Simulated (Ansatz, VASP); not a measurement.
**Ni: VASP beside Ansatz**

INCAR

```
PREC     = Accurate       # precision mode
ENCUT    = 520            # plane-wave cutoff, eV
EDIFF    = 1E-7           # SCF threshold, eV
ISMEAR   = -1             # smearing method
SIGMA    = 0.1            # smearing width, eV
LREAL    = False          # projectors in reciprocal space
LASPH    = True           # aspherical terms in the spheres
NELM     = 60             # most SCF steps
ALGO     = Normal         # electronic algorithm
ISIF     = 2              # what is computed and relaxed
LWAVE    = False          # write WAVECAR
LCHARG   = False          # write CHGCAR
NBANDS   = 11             # bands
```

File KPOINTS:

```
regular mesh
0
Gamma
  26 26 26
```

The input POSCAR:

```
Ni
1.0
    0.0000000000      1.7104399105      1.7104399105
    1.7104399105      0.0000000000      1.7104399105
    1.7104399105      1.7104399105      0.0000000000
Ni
1
Direct
    0.0000000000      0.0000000000      0.0000000000
```

Input for Ansatz:

```yaml
crystal:
  lattice:
    - [0.0, 1.7104399105, 1.7104399105]
    - [1.7104399105, 0.0, 1.7104399105]
    - [1.7104399105, 1.7104399105, 0.0]
  atoms:
    - { symbol: Ni, position: [0.0, 0.0, 0.0] }
hamiltonian:
  xc: lda
  pseudopotentials:
    kind: paw
    azcp:
      Ni: "pseudopotentials/Ni.paw.azcp"
basis:
  ecutwfc: 420
  fft_grid_basis: typed
kpoints:
  mp_grid: { grid: [26, 26, 26], shift: [0, 0, 0] }
magnetization:
  spin_polarized: false
scf:
  occupations: { method: fermi_dirac, width: 0.1 }
  lower_state_search: "off"
output:
  stress: true
```

Alike in both runs: task single point; functional LDA; k mesh 26 × 26 × 26; occupations fermi-dirac, width 0.1 eV; no spin polarisation.

```csv
,VASP,Ansatz
version,VASP 6.6.1,Ansatz 0.2.0
potentials or method,"VASP PAW LDA potentials, release 64 (Ni), cutoff 520 eV","plane waves (420 eV) with PAW, scalar-relativistic"
valence electrons in the cell,10,18
```

|  | VASP | Ansatz | Ansatz less VASP |
| --- | --- | --- | --- |
| pressure (GPa) | 0.0 | 0.1 | +0.06 |

Ansatz warns that its potentials were made for another functional, while VASP's fit it. LDA's correlation is that of Perdew and Zunger in VASP and of Perdew and Wang (1992) in Ansatz. VASP's potentials hold 10 valence electrons a cell and Ansatz's 18, so a difference there can come from the potentials and not from the codes.
